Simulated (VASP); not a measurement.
Ti: single point with PBE

Crystal: Ti.

```
Ti
1.0
     2.95000    0.00000    0.00000
    -1.47500    2.55477    0.00000
     0.00000    0.00000    4.68000
Ti
2
Cartesian
  1.4750 0.8516 3.5100
  0.0000 1.7032 1.1700
```

| Quantity | Value |
| --- | --- |
| Program | VASP 6.6.1 |
| Task | single point |
| Functional | PBE |
| Potentials or basis | VASP PAW PBE potentials, release 64 (Ti_sv) |
| Cutoff | 520 eV |
| k mesh | 10 × 10 × 6 |
| Occupations | gaussian, width 0.025 eV |
| Spin | no spin polarisation |

| Quantity | Value |
| --- | --- |
| Pressure | -1.7 GPa |
| Band gap on the k mesh | zero (band 12 reaches 8.94 eV, above the bottom of band 13 at 7.94 eV) |

Stress tensor (GPa, compression positive):
```
-1.63  0.00  0.00
 0.00 -1.63  0.00
 0.00  0.00 -1.89
```

Levels at points of the mesh, in eV from the Fermi level:
| k point | band 8 | band 9 | band 10 | band 11 | band 12 | band 13 | band 14 | band 15 | band 16 | band 17 |
| --- | --- | --- | --- | --- | --- | --- | --- | --- | --- | --- |
| (0.00, 0.00, 0.00) | -32.73 | -6.15 | -2.63 | 0.74 | 0.79 | 0.79 | 0.88 | 1.27 | 1.27 | 1.62 |
| (0.50, 0.00, 0.00) | -32.80 | -2.30 | -2.09 | -1.79 | -0.62 | 0.50 | 0.63 | 1.17 | 3.30 | 3.51 |
| (0.00, 0.00, 0.50) | -32.78 | -4.32 | -4.32 | 0.10 | 0.10 | 0.69 | 0.69 | 0.69 | 0.69 | 2.76 |
| (0.50, 0.00, 0.50) | -32.88 | -2.48 | -2.48 | -0.78 | -0.78 | 1.31 | 1.31 | 1.72 | 1.72 | 3.43 |

Run time: 89 s on 1 thread of Intel Xeon 6975P-C (shared host), peak memory 0.17 GiB.
